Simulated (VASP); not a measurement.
Write the native input for VASP 6.6.1 that does the following.

```
Task                   : single point
Functional             : PBE
Potentials or basis    : VASP PAW PBE potentials, release 64 (Cd, S)
Cutoff                 : 520 eV
k mesh                 : 12 × 12 × 4
Occupations            : gaussian, width 0.05 eV
Spin                   : no spin polarisation
Dipole correction      : no
Further INCAR settings : ALGO = Normal; EDIFF = 1e-06; NBANDS = 26
```

The structure of CdS lies in POSCAR:

```
CdS
1.0
    4.1347992034      0.0465164910      0.0000000000
   -2.0271151388      3.5575829042      0.0000000000
    0.0000000000      0.0000000000      6.7490000000
Cd S
2 2
Direct
    0.3333333333      0.6666666667      0.0000000000
    0.6666666667      0.3333333333      0.5000000000
    0.3333333333      0.6666666667      0.3850000000
    0.6666666667      0.3333333333      0.8850000000
```

This cell differs from its parent crystal: strain +0.0225 x Voigt [0, 0, 0, 0, 0, 1].

The input as run:

INCAR

```
  PREC = Accurate
  ENCUT = 520
  EDIFF = 1E-6
  ISMEAR = 0
  SIGMA = 0.05
  LREAL = False
  LASPH = True
  NELM = 80
  ALGO = Normal
  ISIF = 2
  LWAVE = False
  LCHARG = True
  GGA = PE
  LELF = True
  LVHAR = True
  NBANDS = 26
```

KPOINTS

```
regular mesh
0
Gamma
  12 12 4
```

Potentials or basis: VASP PAW PBE potentials, release 64 (Cd, S).

Command:

```bash
$ cat potpaw_PBE.64/Cd/POTCAR potpaw_PBE.64/S/POTCAR > POTCAR
$ mpirun -np 1 vasp_std > vasp.out
```

Results of the run:

* Pressure: 2.9 GPa
* Largest force: 0.326 eV/Å
* Band gap on the k mesh: 1.19 eV, direct

Caveat: the cell differs from its parent crystal (strain +0.0225 x Voigt [0, 0, 0, 0, 0, 1]).

It took 7.6 min on 1 thread of Intel(R) Xeon(R) Platinum 8259CL CPU @ 2.50GHz (Skylake/Cascade Lake) (shared host), peak memory 0.55 GiB.
